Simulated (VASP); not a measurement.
# Si (I4_1/amd) in VASP: G0W0 quasiparticle levels with PBE

Aim: the G0W0 quasiparticle levels of Si with PBE.

Everything below comes from runs of VASP 6.6.1. Logs are shortened: lines on timing, memory, paths and dates and some standing lists are left out, and cuts for length are marked.

**1. The cell of the first run**

It takes space group I4_1/amd (No. 141, tetragonal). The conventional cell has a = 3.833 Å, b = 3.833 Å, c = 5.444 Å, α = 90.00°, β = 90.00°, γ = 90.00°. Within 3.1 Å of Si (site symmetry -4m2) lie 4 Si at 2.35 Å.

**2. G0W0 quasiparticle levels, PBE**

File POSCAR:

```
Si
1.0
    0.0000000000      2.7104146232      2.7221197381
    2.7104146232      0.0000000000      2.7221197381
    2.7104146232      2.7104146232      0.0000000000
Si
2
Direct
    0.2500000000      0.2500000000      0.2500000000
    0.0000000000      0.0000000000      0.0000000000
```

File INCAR.step1:

```
PREC = Accurate
ENCUT = 500
EDIFF = 1E-8
ISMEAR = 0
SIGMA = 0.01
LREAL = False
LASPH = True
NELM = 100
ALGO = Normal
LWAVE = True
LCHARG = False
GGA = PE
```

File INCAR.step2:

```
PREC = Accurate
ENCUT = 500
EDIFF = 1E-8
ISMEAR = 0
SIGMA = 0.01
LREAL = False
LASPH = True
NELM = 1
ALGO = Exact
LWAVE = True
LCHARG = False
GGA = PE
NBANDS = 170
LOPTICS = True
ISTART = 1
```

File INCAR.step3:

```
PREC = Accurate
ENCUT = 500
EDIFF = 1E-8
ISMEAR = 0
SIGMA = 0.01
LREAL = False
LASPH = True
ALGO = EVGW0
LWAVE = False
LCHARG = False
GGA = PE
NELMGW = 1
NBANDS = 170
ENCUTGW = 150.0
NOMEGA = 96
PRECFOCK = Fast
ISTART = 1
NBANDSGW = 12
OMEGAMAX = 30
```

File KPOINTS:

```
Automatic mesh
0
Gamma
  4 4 4
```

Potentials or basis: VASP PAW PBE potentials, release 64 (Si_GW).

The run is started by

```console
cat potpaw_PBE.64/Si_GW/POTCAR > POTCAR
cp INCAR.step1 INCAR
mpirun -np 1 vasp_std > vasp.out
cp INCAR.step2 INCAR
mpirun -np 1 vasp_std > vasp.out
cp INCAR.step3 INCAR
mpirun -np 1 vasp_std > vasp.out
```

OUTCAR:

```text
PREC = Accurate
   ENCUT = 500
   EDIFF = 1E-8
   ISMEAR = 0
   LREAL = False
   LASPH = True
   GGA = PE
   NELMGW = 1
   ENCUTGW = 150.0
   PRECFOCK = Fast
   ISTART = 1

 ion  position               nearest neighbor table
   1  0.250  0.250  0.250-   2 2.35   2 2.35   2 2.35   2 2.35
   2  0.000  0.000  0.000-   1 2.35   1 2.35   1 2.35   1 2.35

  LATTYP: Found a body centered tetragonal cell.
 ALAT       =     3.8331051198
 C/A-ratio  =     1.4203209424

  Lattice vectors:

 A1 = (  -2.7104146232,   0.0000000000,   2.7221197381)
 A2 = (   2.7104146232,   0.0000000000,   2.7221197381)
 A3 = (   0.0000000000,   2.7104146232,  -2.7221197381)

Analysis of symmetry for initial positions (statically):
=====================================================================
 Subroutine PRICEL returns:
 Original cell was already a primitive cell.

 Routine SETGRP: Setting up the symmetry group for a
 body centered tetragonal supercell.

 Subroutine GETGRP returns: Found 16 space group operations
 (whereof  8 operations were pure point group operations)
 out of a pool of 16 trial point group operations.

The static configuration has the point symmetry D_2d.
 The point group associated with its full space group is D_4h.

Analysis of symmetry for dynamics (positions and initial velocities):
=====================================================================
 Subroutine PRICEL returns:
 Original cell was already a primitive cell.

 Routine SETGRP: Setting up the symmetry group for a
 body centered tetragonal supercell.

 Subroutine GETGRP returns: Found 16 space group operations
 (whereof  8 operations were pure point group operations)
 out of a pool of 16 trial point group operations.

The dynamic configuration has the point symmetry D_2d.
 The point group associated with its full space group is D_4h.

 Subroutine INISYM returns: Found 16 space group operations
 (whereof  8 operations are pure point group operations),
 and found     1 'primitive' translations

----------------------------------------------------------------------------------------

                                     Primitive cell

  volume of cell :      39.9953

[... 77 lines left out ...]
   LREAL  =      F    real-space projection
   EDIFFG = 0.1E-06   stopping-criterion for IOM
   NSW    =      0    number of steps for IOM
   IBRION =     -1    ionic relax: 0-MD 1-quasi-New 2-CG
   NFREE  =      0    steps in history (QN), initial steepest desc. (CG)
   ISIF   =      0    stress and relaxation
   ISYM   =      3    0-nonsym 1-usesym 2-fastsym
   POTIM  = 0.5000    time-step for ionic-motion
   TEBEG  =    0.0;   TEEND  =   0.0 temperature during run
   PSTRESS=    0.0 pullay stress
   NELECT =       8.0000    total number of electrons
   NUPDOWN=      -1.0000    fix difference up-down
   EMIN   =  10.00;   EMAX   =-10.00  energy-range for DOS
   EFERMI =   0.00;   METHOD = LEGACY
   ISMEAR =     0;   SIGMA  =   0.01  broadening in eV -4-tet -1-fermi 0-gaus
   EFERMI_NEDOS =   21; number of points for ismear=-14 and -15
   IALGO  =     38    algorithm
   IMIX   =      4    mixing-type and parameters
     AMIX     =   0.40;   BMIX     =  1.00
     AMIX_MAG =   1.60;   BMIX_MAG =  1.00
  volume/ion in A,a.u.               =      20.00       134.95
  Fermi-wavevector in a.u.,A,eV,Ry     =   0.957419  1.809259 12.471790  0.916651
  Thomas-Fermi vector in A             =   2.086435
   LORBIT       =      0    0 simple, 1 ext, 2 COOP (PROOUT), +10 PAW based schemes
   GGA     = PE    functional components
   LHFCALC =     T    Hartree Fock is set to
   PRECFOCK=fast      Normal, Fast or Accurate (Low or Medium for compatibility)
   ENCUT4O =  -1.0   cutoff for four orbital integrals eV
   NKREDX  =     1    reduce k-point grid by
   NKREDY  =     1    reduce k-point grid by
   NKREDZ  =     1    reduce k-point grid by
   AEXX    =    1.0000 exact exchange contribution
   HFSCREEN=    0.0000 screening length (either q_TF or 0.3 A-1)
   HFSCREENC=   0.0000 screening length for correlation (either q_TF or 0.3 A-1)
   ENCUTFOCK=  -1.0 apply spherical cutoff to Coloumb kernel
   IVDW    =     0    specifies the selected vdW correction
   LEPSILON=     F    determine dielectric tensor
   LRPA    =     F    only Hartree local field effects (RPA)
   LRPAFORCE           =     F    calculate RPA forces
   ENCUTGW             = 150.0    cutoff for response function in eV
   ENCUTGWSOFT         = 120.0    soft cutoff for Coulomb kernel in GW response function in eV
   ENCUTLF             =  -1.0    cutoff for local field effects
   NELMGW              =     1    number of iterations in solving QP/BSE equation
   NELMHF              =     1    number of iterations in the inner HF iteration
   NKREDLFX            =     1    NKREDLFY  =   1   NKREDLFZ  =   1
 non-spin polarized calculation
 Gauss-broadening in eV      SIGMA  =   0.01
  energy-cutoff  :      500.00
  volume of cell :       40.00
 maximum number of plane-waves:      1036
  NGX = 16; NGY = 16; NGZ = 16
   NGX = 13   NGY = 13   NGZ = 13
 maximum number of plane-waves:       176

 QP shifts <psi_nk| G(iteration)W_0 |psi_nk>: iteration 1
 for sc-GW calculations column KS-energies equals QP-energies in previous step
 and V_xc(KS)=  KS-energies - (<T + V_ion + V_H > + <T+V_H+V_ion>^1  + <V_x>^1)

 k-point   1 :       0.0000    0.0000    0.0000
  band No.  KS-energies  QP-energies   sigma(KS)   V_xc(KS)     V^pw_x(r,r')   Z            occupation Imag(sigma)

      1      -6.4608      -6.9525     -11.1788     -10.4572     -17.5017       0.6814       2.0000       1.2349
      2       5.4977       4.9605     -12.1365     -11.4292     -13.0511       0.7595       2.0000       0.0458
      3       5.5282       4.9913     -12.1286     -11.4218     -13.0368       0.7595       2.0000       0.0455
      4       5.5282       4.9913     -12.1286     -11.4218     -13.0368       0.7595       2.0000       0.0455
      5       8.0572       8.1671      -9.9612     -10.1066      -5.5826       0.7553       0.0000      -0.1028
      6       8.0572       8.1671      -9.9612     -10.1066      -5.5826       0.7553       0.0000      -0.1028
      7       8.0730       8.1819      -9.9597     -10.1040      -5.5777       0.7549       0.0000      -0.1028
      8       8.8940       9.1239     -10.7452     -11.0525      -5.8310       0.7483       0.0000      -0.1269
      9      13.1824      13.3530      -9.7861     -10.0138      -4.2108       0.7495       0.0000      -0.2607
     10      13.2607      13.4312      -9.7924     -10.0202      -4.1971       0.7485       0.0000      -0.2662
     11      13.4777      13.2318      -8.0601      -7.7407      -2.6035       0.7701       0.0000      -0.3267
     12      16.6675      16.4852      -8.5661      -8.3247      -2.2474       0.7553       0.0000      -0.6450
[... 180 lines left out ...]
      1      -2.1383      -2.6329     -11.7140     -10.9998     -16.0888       0.6924       2.0000       0.5348
      2      -2.1383      -2.6329     -11.7140     -10.9998     -16.0888       0.6924       2.0000       0.5348
      3       1.6484       1.0653     -10.8254     -10.0290     -12.9354       0.7322       2.0000       0.1293
      4       1.6484       1.0653     -10.8254     -10.0290     -12.9354       0.7322       2.0000       0.1293
      5       9.7448       9.7186      -9.6221      -9.5876      -4.9079       0.7570       0.0000      -0.1405
      6       9.7448       9.7186      -9.6221      -9.5876      -4.9079       0.7570       0.0000      -0.1405
      7      10.4697      10.5918      -9.9517     -10.1157      -4.6860       0.7451       0.0000      -0.1904
      8      10.4697      10.5918      -9.9517     -10.1157      -4.6860       0.7451       0.0000      -0.1904
      9      16.1491      16.2390     -10.5917     -10.7150      -3.8791       0.7287       0.0000      -0.6064
     10      16.1491      16.2390     -10.5917     -10.7150      -3.8791       0.7287       0.0000      -0.6064
     11      18.6065      18.7048     -10.3244     -10.4581      -3.3893       0.7357       0.0000      -0.8007
     12      18.6065      18.7048     -10.3244     -10.4581      -3.3893       0.7357       0.0000      -0.8007
```

OUTCAR.step1:

```text
PREC = Accurate
   ENCUT = 500
   EDIFF = 1E-8
   ISMEAR = 0
   LREAL = False
[... 353 lines left out ...]
      1.35521      1.35521      1.36106         0.000000      0.000000      0.000000
      0.00000      0.00000      0.00000        -0.000000     -0.000000      0.000000
 -----------------------------------------------------------------------------------
    total drift:                                0.000000      0.000000     -0.000000

  FREE ENERGIE OF THE ION-ELECTRON SYSTEM (eV)
  ---------------------------------------------------
  free  energy   TOTEN  =       -10.6503039041 eV

  energy  without entropy=      -10.6503039041  energy(sigma->0) =      -10.65030390
```

OUTCAR.step2:

```text
PREC = Accurate
   ENCUT = 500
   EDIFF = 1E-8
   ISMEAR = 0
   LREAL = False
[... 791 lines left out ...]
     0.00000    24.41654    24.41654    24.80086     0.00000     0.00000     0.00000
     1.82250    36.37581    36.37581    37.19845     0.00000     0.00000     0.00000
     3.64500     0.31669     0.31669    -1.09905     0.00000    -0.00000    -0.00000
     5.46750   -14.46102   -14.46102   -14.64895    -0.00000    -0.00000    -0.00000
     7.29000    -2.73632    -2.73632    -2.75734    -0.00000    -0.00000    -0.00000
     9.11251    -3.35251    -3.35251    -3.01929     0.00000     0.00000     0.00000
[... 92 lines left out ...]
   178.60512     0.98882     0.98882     0.98881    -0.00000    -0.00000    -0.00000
   180.42762     0.98906     0.98906     0.98904    -0.00000    -0.00000    -0.00000
```

It took 2.5 min on 1 thread of Intel Xeon Platinum 8488C (Sapphire Rapids), shared host; peak memory 0.48 GiB.

Results:

```yaml
Quasiparticle_gap: 1.17 eV
Least_direct_quasiparticle_gap: 3.18 eV
Band_gap_of_the_starting_levels_on_the_mesh: 0.67 eV
Least_direct_gap_of_the_starting_levels_on_the_mesh: 2.53 eV
```

Caveat: the k points lie up to 0.50 Å⁻¹ apart; bands, screening cutoff and mesh are small and nothing is extrapolated, so the quasiparticle values aren't converged.
